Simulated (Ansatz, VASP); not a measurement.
# BN in VASP and in Ansatz

The input INCAR:

```
SYSTEM = BN
PREC = Accurate ; ENCUT = 520
EDIFF = 1E-6 ; ISMEAR = -1
SIGMA = 0.02 ; LREAL = .FALSE.
LASPH = .TRUE. ; NELM = 60
ALGO = Normal ; ISIF = 2
LWAVE = .FALSE. ; LCHARG = .TRUE.
GGA = PE ; LELF = .TRUE.
LVHAR = .TRUE. ; NBANDS = 11
```

Contents of KPOINTS:

```
Automatic mesh
0
G
  12 12 12
  0 0 0
```

The input POSCAR:

```
BN
1.0
   -0.0219974068      1.7238285282      1.7238285282
    1.7238285282     -0.0219974068      1.7238285282
    1.7238285282      1.7238285282     -0.0219974068
B N
1 1
Direct
    0.0000000000      0.0000000000      0.0000000000
    0.5000000000      0.5000000000      0.5000000000
```

Input for Ansatz:

```yaml
crystal:
  lattice:
    - [-0.0219974068, 1.7238285282, 1.7238285282]
    - [1.7238285282, -0.0219974068, 1.7238285282]
    - [1.7238285282, 1.7238285282, -0.0219974068]
  atoms:
    - { symbol: B, position: [0.0, 0.0, 0.0] }
    - { symbol: "N", position: [0.5, 0.5, 0.5] }
kpoints:
  mp_grid: { grid: [12, 12, 12] }
  band_path:
    path:
      - [0.0, 0.0, 0.0]
      - [0.5, 0.0, 0.5]
      - [0.625, 0.25, 0.625]
      - [0.375, 0.375, 0.75]
      - [0.5, 0.5, 0.5]
      - [0.5, 0.25, 0.75]
      - [0.0, 0.1666666667, -0.1666666667]
    npoints: 1
hamiltonian:
  xc: pbe
scf:
  occupations: { method: fermi_dirac, width: 0.02 }
  n_extra_bands: 4
output:
  forces: true
  stress: true
  eigenvalues: true
  write_density: true
  write_potential: true
  elf: true
  volumetric_format: npy
```

Change from the starting cell: shear_111 strain -1.9%.

Alike in both runs: task single point; functional PBE; k mesh 12 × 12 × 12; occupations fermi-dirac, width 0.02 eV; no spin polarisation.

|  | VASP | Ansatz |
| --- | --- | --- |
| version | VASP 6.6.1 | Ansatz 0.2.0 |
| potentials or method | VASP PAW PBE potentials, release 64 (B, N) | plane waves, PAW |
| plane-wave cutoff (eV) | 520 | 420 |
| valence electrons in the cell | 8 | 8 |

```csv
,VASP,Ansatz,Ansatz less VASP
gap on the k mesh at the Fermi level (eV),1.22,1.23,+0.005
pressure (GPa),11.8,11.8,+0.01
"traceless stress, the component that is largest in VASP (GPa)",8.19,8.18,-0.009
```

The functional is the same, so the differences come from potentials, cutoffs and numerics.
